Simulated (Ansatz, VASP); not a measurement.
# Te: VASP beside Ansatz

Contents of INCAR:

```
SYSTEM = Te
ALGO     = Normal         ! electronic algorithm
EDIFF    = 1E-6           ! SCF threshold, eV
ENCUT    = 520            ! plane-wave cutoff, eV
GGA      = PE             ! functional
ISIF     = 2              ! what is computed and relaxed
ISMEAR   = -1             ! smearing method
LASPH    = .True.         ! aspherical terms in the spheres
LCHARG   = .False.        ! write CHGCAR
LREAL    = .False.        ! projectors in reciprocal space
LWAVE    = .False.        ! write WAVECAR
NBANDS   = 16             ! bands
NELM     = 80             ! most SCF steps
PREC     = Accurate       ! precision mode
SIGMA    = 0.05           ! smearing width, eV
```

File KPOINTS:

```
k-points
0
Gamma
  5 5 4
  0 0 0
```

The input POSCAR:

```
Te
1.0
    4.5302708278      0.0000000000      0.0000000000
   -2.2651354139      3.9233296229      0.0000000000
    0.0000000000      0.0000000000      5.9374277250
Te
3
Direct
    0.2684005468      1.0000000000      0.3333333333
    0.0000000000      0.2684005468      0.6666666667
    0.7315994532      0.7315994532      0.0000000000
```

Input for Ansatz:

```yaml
crystal:
  lattice:
    - [4.5302708278, 0.0, 0.0]
    - [-2.2651354139, 3.9233296229, 0.0]
    - [0.0, 0.0, 5.937427725]
  atoms:
    - { symbol: Te, position: [0.2684005468, 1.0, 0.3333333333] }
    - { symbol: Te, position: [0.0, 0.2684005468, 0.6666666667] }
    - { symbol: Te, position: [0.7315994532, 0.7315994532, 0.0] }
hamiltonian:
  xc: pbe
  pseudopotentials:
    kind: paw
    azcp:
      Te: "pseudopotentials/Te.paw.azcp"
basis:
  ecutwfc: 420
  fft_grid_basis: typed
kpoints:
  mp_grid: { grid: [5, 5, 4], shift: [0, 0, 0] }
magnetization:
  spin_polarized: false
scf:
  occupations: { method: fermi_dirac, width: 0.05 }
  lower_state_search: "off"
output:
  stress: true
```

Alike in both runs: task single point; functional PBE; k mesh 5 × 5 × 4; occupations fermi-dirac, width 0.05 eV; no spin polarisation.

```csv
,VASP,Ansatz
version,VASP 6.6.1,Ansatz 0.2.0
potentials or method,"VASP PAW PBE potentials, release 64 (Te), cutoff 520 eV","plane waves (420 eV) with PAW, scalar-relativistic"
valence electrons in the cell,18,48
```

VASP gave:

- pressure (GPa): 0.0
- traceless stress, the component that is largest in VASP (GPa): 0.08

Question: Estimate Ansatz's values.

Answer: Pressure (GPa): 0.0; traceless stress, the component that is largest in VASP (GPa): 0.07.

The functional is the same, so the differences come from potentials, cutoffs and numerics. VASP's potentials hold 18 valence electrons a cell and Ansatz's 48, so a difference there can come from the potentials and not from the codes.

Neither program's run includes spin-orbit coupling.
